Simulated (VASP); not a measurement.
Crystal: Ga4As3P.

```xyz
8
Lattice="6.2573 0.0000 0.0000 0.0000 3.8318 0.0000 0.0000 0.0000 6.6368" Properties=species:S:1:pos:R:3 pbc="T T T"
P     0.0000    0.0000    2.2123
As    0.0000    1.9159    5.5307
As    3.1286    1.9159    1.1061
As    3.1286    0.0000    4.4246
Ga    2.3465    0.0000    2.2123
Ga    2.3465    1.9159    5.5307
Ga    5.4751    1.9159    1.1061
Ga    5.4751    0.0000    4.4246
```

* Program: VASP 6.6.1
* Task: relaxation of cell and atoms
* Functional: PBE
* Potentials or basis: VASP PAW PBE potentials, release 64 (P, As, Ga_d)
* Cutoff: 600 eV
* k mesh: 4 × 6 × 4
* Occupations: fermi-dirac, width 0.02 eV
* Spin: no spin polarisation

At the start: pressure 13.2 GPa; volume 19.89 Å³/atom.

Question: How do energy, volume and symmetry change on relaxing?

Answer: Over 17 steps the energy falls by 120.7 meV/atom and the volume is 22.98 Å³/atom (+15.5 %); space group Pm (No. 6, to 0.1 Å) before and after.

The path:
```tsv
step	energy change (eV)	largest force (eV/Å)	pressure (GPa)	volume (Å³)
1	0.0000	0.9426	13.18	159.13
2	-0.7249	0.1769	-4.27	199.86
3	-0.9460	0.3458	-0.15	184.48
4	-0.9583	0.1986	-0.07	184.16
5	-0.9637	0.0763	0.06	183.74
6	-0.9638	0.0760	0.04	183.76
7	-0.9648	0.0419	-0.01	183.92
8	-0.9649	0.0487	-0.03	184.00
9	-0.9653	0.0295	-0.01	183.92
10	-0.9653	0.0280	0.00	183.90
11	-0.9655	0.0224	0.02	183.86
12	-0.9657	0.0198	0.04	183.83
13	-0.9656	0.0379	0.06	183.76
14	-0.9657	0.0247	0.03	183.81
15	-0.9658	0.0105	-0.02	183.95
16	-0.9658	0.0109	-0.02	183.95
17	-0.9658	0.0048	0.02	183.86
```

Final structure:
```
P As Ga
1.0
     6.60388    0.00000   -0.00031
     0.00000    4.01187    0.00000
    -0.00032    0.00000    6.93986
P As Ga
1 3 4
Direct
  0.99907 0.00000 0.33249
  0.00135 0.50000 0.83385
  0.49963 0.50000 0.16972
  0.50174 0.00000 0.66396
  0.36349 0.00000 0.33323
  0.37775 0.50000 0.83361
  0.87821 0.50000 0.17430
  0.87876 0.00000 0.65884
```

Caveat: the volume moved by over 15 % at a fixed basis, so the end points are rough.
